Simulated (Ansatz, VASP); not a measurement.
Co: VASP beside Ansatz

File INCAR:

```
PREC = Accurate
ENCUT = 520
EDIFF = 1E-7
ISMEAR = 0
SIGMA = 0.05
LREAL = F
LASPH = T
NELM = 150
ALGO = Fast
ISIF = 2
LWAVE = F
LCHARG = T
ISPIN = 2
MAGMOM = 1.72 1.72
LORBIT = 11
LMAXMIX = 4
LELF = T
LVHAR = T
NBANDS = 20
```

File KPOINTS:

```
Automatic mesh
0
Gamma
  20 20 12
```

POSCAR

```
Co
1.0
    2.4294651523      0.0000000000      0.0000000000
   -1.2147325761      2.1039785395      0.0000000000
    0.0000000000      0.0000000000      3.9179744593
Co
2
Direct
    0.3333333333      0.6666666667      0.2500000000
    0.6666666667      0.3333333333      0.7500000000
```

Input for Ansatz:

```yaml
crystal:
  lattice:
    - [2.4294651523, 0.0, 0.0]
    - [-1.2147325761, 2.1039785395, 0.0]
    - [0.0, 0.0, 3.9179744593]
  atoms:
    - { symbol: Co, position: [0.3333333333, 0.6666666667, 0.25], spin: 1.72 }
    - { symbol: Co, position: [0.6666666667, 0.3333333333, 0.75], spin: 1.72 }
basis:
  ecutwfc: 420
  ecutrho_ratio: 4
kpoints:
  mp_grid: { grid: [20, 20, 12] }
  band_path:
    path:
      - [[0.0, 0.0, 0.0], [0.5, 0.0, 0.0], [0.33333333, 0.33333333, 0.0], [0.0, 0.0, 0.0], [0.0, 0.0, 0.5], [0.5, 0.0, 0.5], [0.33333333, 0.33333333, 0.5], [0.0, 0.0, 0.5]]
      - [[0.5, 0.0, 0.5], [0.5, 0.0, 0.0]]
      - [[0.33333333, 0.33333333, 0.5], [0.33333333, 0.33333333, 0.0]]
    npoints: 14
hamiltonian:
  xc: lda
scf:
  occupations: { method: gaussian, width: 0.05 }
  lower_state_search: "off"
  n_extra_bands: 15
output:
  forces: true
  stress: true
  eigenvalues: true
  populations: true
  dos: { projected: true, de: 0.02, nscf_kmesh: { grid: [30, 30, 18] } }
  bader: true
magnetization:
  spin_polarized: true
checkpoint:
  read: start.run
  write: ck
  compress: false
  write_wavefunctions: false
  write_every: 100000
```

Alike in both runs: task single point; functional LDA; k mesh 20 × 20 × 12; occupations gaussian, width 0.05 eV; collinear spin.

|  | VASP | Ansatz |
| --- | --- | --- |
| version | VASP 6.6.1 | Ansatz 0.2.0 |
| potentials or method | VASP PAW LDA potentials, release 64 (Co), cutoff 520 eV | scalar-relativistic, plane waves, PAW |
| valence electrons in the cell | 18 | 34 |

VASP gave:

```
gap on the k mesh at the Fermi level (eV)                     : none
pressure (GPa)                                                : -1.2
traceless stress, the component that is largest in VASP (GPa) : -0.19
net moment per atom (μB)                                      : 1.49
size of the moment on the site where the two differ most (μB) : 1.49
```

Problem. Which values does Ansatz return?

Solution. gap on the k mesh at the Fermi level (eV): none; pressure (GPa): 0.0; traceless stress, the component that is largest in VASP (GPa): 0.00; net moment per atom (μB): 1.52; size of the moment on the site where the two differ most (μB): 1.57.

LDA's correlation is that of Perdew and Zunger in VASP and of Perdew and Wang (1992) in Ansatz. Site moments also hang on the region over which each program counts them. A gap of «none» marks a metal or a gap that the smearing closes. VASP's potentials hold 18 valence electrons a cell and Ansatz's 34, so a difference there can come from the potentials and not from the codes. Ansatz's warnings: stability check not made.
